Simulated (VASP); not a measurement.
RbAsO3: single point with LDA

The system is RbAsO3.

```xyz
5
Lattice="3.8174 0.0000 0.0000 0.0000 3.8174 0.0000 0.0000 0.0000 3.8174" Properties=species:S:1:pos:R:3 pbc="T T T"
Rb    0.0000    0.0000    0.0000
As    1.9087    1.9087    1.9087
O     1.9087    1.9087    0.0000
O     1.9087    0.0000    1.9087
O     0.0000    1.9087    1.9087
```

```
Program                : VASP 6.6.1
Task                   : single point
Functional             : LDA
Potentials or basis    : VASP PAW LDA potentials, release 64 (Rb_sv, As, O)
Cutoff                 : 520 eV
k mesh                 : 4 × 4 × 4
Occupations            : fermi-dirac, width 0.1 eV
Spin                   : no spin polarisation
Dipole correction      : no
Further INCAR settings : ALGO = Normal; EDIFF = 1e-06; NBANDS = 24
```

| Quantity | Value |
| --- | --- |
| Pressure | 1.0 GPa |
| Band gap on the k mesh | zero (band 16 reaches 3.32 eV, above the bottom of band 17 at 2.85 eV) |

Levels at points of the mesh, in eV from the Fermi level:
```csv
k point,band 14,band 15,band 16,band 17,band 18,band 19
"(0.00, 0.00, 0.00)",-1.22,-0.45,-0.45,-0.45,8.03,8.03
"(0.50, 0.00, 0.00)",-1.35,-1.29,-1.29,1.91,7.16,10.03
"(0.50, 0.50, 0.00)",-1.23,-1.23,-0.04,4.38,5.97,5.97
"(0.50, 0.50, 0.50)",0.02,0.02,0.02,4.51,4.51,4.51
```

It used 9 s of CPU time on 1 thread of AMD EPYC 7R13 Processor (Zen 3) (shared host).

Caveat: the k points lie up to 0.41 Å⁻¹ apart.
